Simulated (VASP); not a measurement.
ZnSe, 4 atoms in the cell. The structure is tetragonal, space group P4/nmm (No. 129). The conventional cell has a = 4.108 Å, b = 4.108 Å, c = 6.070 Å, α = 90.00°, β = 90.00°, γ = 90.00°. Zn (site symmetry -4m2) has 4 Se at 2.54 Å and 4 Zn at 2.90 Å within 3.4 Å. Se (site symmetry 4mm) has 4 Zn at 2.54 Å within 3.4 Å. 

```yaml
Program: VASP 6.6.1
Task: single point
Functional: r2SCAN
Potentials_or_basis: VASP PAW PBE potentials, release 64 (Zn, Se)
Cutoff: 520 eV
k_mesh: 4 × 4 × 3
Occupations: gaussian, width 0.01 eV
Spin: no spin polarisation
Dipole_correction: no
Further_INCAR_settings: ALGO = Normal; EDIFF = 1e-06; NBANDS = 26
```

Potentials or basis: VASP PAW PBE potentials, release 64 (Zn, Se).

Run with:

```console
$ cat potpaw_PBE.64/Zn/POTCAR potpaw_PBE.64/Se/POTCAR > POTCAR
$ cp INCAR.step1 INCAR
$ mpirun -np 1 vasp_std > vasp.out
$ cp INCAR.step2 INCAR
$ mpirun -np 1 vasp_std > vasp.out
```

Hardware: 1 thread of Intel Xeon 8259CL (shared host).

Problem. Estimate the wall time of this run.

Solution. It took 2.2 min on 1 thread of Intel Xeon 8259CL (shared host), peak memory 0.23 GiB. Counts: k points 12.
